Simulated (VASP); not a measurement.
Al2O3:

```
CELL_PARAMETERS angstrom
2.88432 0.00000 0.00000
-1.44216 2.49790 0.00000
0.00000 0.00000 9.33675
ATOMIC_POSITIONS crystal
Al 0.00000 0.00000 0.14999
Al 0.00000 0.00000 0.85001
O 0.33333 0.66667 0.22232
O 0.66667 0.33333 0.00000
O 0.33333 0.66667 0.77768
```

Base run:

```yaml
Program: VASP 6.6.1
Functional: r2SCAN
Potentials_or_basis: VASP PAW PBE potentials, release 64 (Al, O)
Cutoff: 660 eV
k_mesh: 6 × 6 × 2
Occupations: gaussian, width 0.01 eV
Spin: no spin polarisation
```

Its results: band gap on the k mesh 5.60 eV (least direct gap 5.83 eV); pressure -4.9 GPa; largest force 0.442 eV/Å.

Q: The run is repeated on the same cell with these changes: k mesh from 6 × 6 × 2 to 4 × 4 × 1. What comes out?

A: Band gap on the k mesh 5.68 eV (least direct gap 5.83 eV); pressure -4.9 GPa; largest force 0.454 eV/Å.

Caveats: some runs use coarse meshes; the PAW data sets were made with another functional, which shifts forces and pressure a little; the cell stands under tension (at least some runs); an odd mesh through Γ misses points on the zone boundary, where band edges can lie (at least some runs).
